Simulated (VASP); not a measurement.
Input of a VASP 6.6.1 run:

File INCAR:

```
SYSTEM = Si
ALGO = Normal ; EDIFF = 1E-6
ENCUT = 500 ; GGA = PE
GGA_COMPAT = .False. ; ISIF = 2
ISMEAR = 0 ; LASPH = .True.
LCHARG = .False. ; LREAL = .False.
LWAVE = .False. ; NBANDS = 11
NELM = 120 ; PREC = Accurate
SIGMA = 0.02
```

KPOINTS

```
k-points
0
Gamma
  8 8 8
  0 0 0
```

POSCAR

```
Si
1.0
    0.0000000000      2.7351086733      2.7351086733
    2.7351086733      0.0000000000      2.7351086733
    2.7351086733      2.7351086733      0.0000000000
Si
2
Direct
    0.0000000000      0.0000000000      0.0000000000
    0.2500000000      0.2500000000      0.2500000000
```

Potentials or basis: VASP PAW PBE potentials, release 64 (Si).

Command:

```sh
$ cat potpaw_PBE.64/Si/POTCAR > POTCAR
$ mpirun -np 1 vasp_std > vasp.out
```

**Question.** What does it give for the pressure?

**Answer.** -0.1 GPa.

**Question.** Predict the band gap on the k mesh.

**Answer.** 0.65 eV, indirect (least direct gap 2.56 eV).

A k mesh can miss the band edges. Expect the measured gap to be larger: semilocal functionals such as PBE lack the derivative discontinuity.
